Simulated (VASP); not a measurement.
Wanted: the native input for a VASP 6.6.1 run.

| Property | Result |
| --- | --- |
| Task | single point |
| Functional | PBEsol |
| Potentials or basis | VASP PAW PBE potentials, release 64 (Ag) |
| Cutoff | 520 eV |
| k mesh | 20 × 20 × 20 |
| Occupations | gaussian, width 0.1 eV |
| Spin | no spin polarisation |
| Dipole correction | no |
| Further INCAR settings | ALGO = Normal; EDIFF = 1e-07; NBANDS = 12 |

The structure of Ag lies in POSCAR:

```
Ag
1.0
   -1.5368559279      1.5368559279      1.5368559279
    1.5368559279     -1.5368559279      1.5368559279
    1.5368559279      1.5368559279     -1.5368559279
Ag
1
Direct
    0.0000000000      0.0000000000      0.0000000000
```

This isn't the form of Ag at room conditions, which is fcc.

The input as run:

INCAR

```
SYSTEM = Ag
ALGO = Normal
EDIFF = 1E-7
ENCUT = 520
GGA = PS
ISIF = 2
ISMEAR = 0
LASPH = .TRUE.
LCHARG = .FALSE.
LREAL = .FALSE.
LWAVE = .FALSE.
NBANDS = 12
NELM = 80
PREC = Accurate
SIGMA = 0.1
```

KPOINTS

```
k-points
0
G
  20 20 20
  0 0 0
```

Potentials or basis: VASP PAW PBE potentials, release 64 (Ag).

Launch:

```sh
$ cat potpaw_PBE.64/Ag/POTCAR > POTCAR
$ mpirun -np 1 vasp_std > vasp.out
```

It gave:

```yaml
Pressure: 24.4 GPa
Band_gap_on_the_k_mesh: zero (an odd number of electrons rules out a gap without spin polarisation)
```

Caveat: the cell stands under pressure; the PAW data sets were made with another functional, which shifts forces and pressure a little.

Run time: 54 s on 1 thread of Intel Xeon 8259CL (shared host), peak memory 0.16 GiB.
